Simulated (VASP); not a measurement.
A run of VASP 6.6.1 is set up as follows.

File INCAR:

```
SYSTEM = SiGe
  ALGO = Normal
  EDIFF = 1E-7
  ENCUT = 520
  GGA = PS
  ISIF = 2
  ISMEAR = 0
  LASPH = .True.
  LCHARG = .True.
  LELF = .True.
  LREAL = .False.
  LVHAR = .True.
  LWAVE = .False.
  NBANDS = 26
  NELM = 100
  PREC = Accurate
  SIGMA = 0.02
```

The input KPOINTS:

```
k-points
0
Gamma
  12 12 6
  0 0 0
```

POSCAR

```
SiGe
1.0
    3.9005968931      0.0000000000      0.0000000000
   -1.9502984466      3.3780159994      0.0000000000
    0.0000000000      0.0000000000      6.4433927721
Si Ge
2 2
Direct
    0.6666666667      0.3333333333      0.8745463420
    0.3333333333      0.6666666667      0.3745463420
    0.6666666667      0.3333333333      0.5004526580
    0.3333333333      0.6666666667      0.0004526580
```

Potentials or basis: VASP PAW PBE potentials, release 64 (Si, Ge_d).

Run with:

```console
$ cat potpaw_PBE.64/Si/POTCAR potpaw_PBE.64/Ge_d/POTCAR > POTCAR
$ mpirun -np 1 vasp_std > vasp.out
```

Predict the pressure.

0.0 GPa.

What does it give for the band gap on the k mesh?

0.35 eV (least direct gap 0.41 eV).

Caveat: the PAW data sets were made with another functional, which shifts forces and pressure a little. A k mesh can miss the band edges.
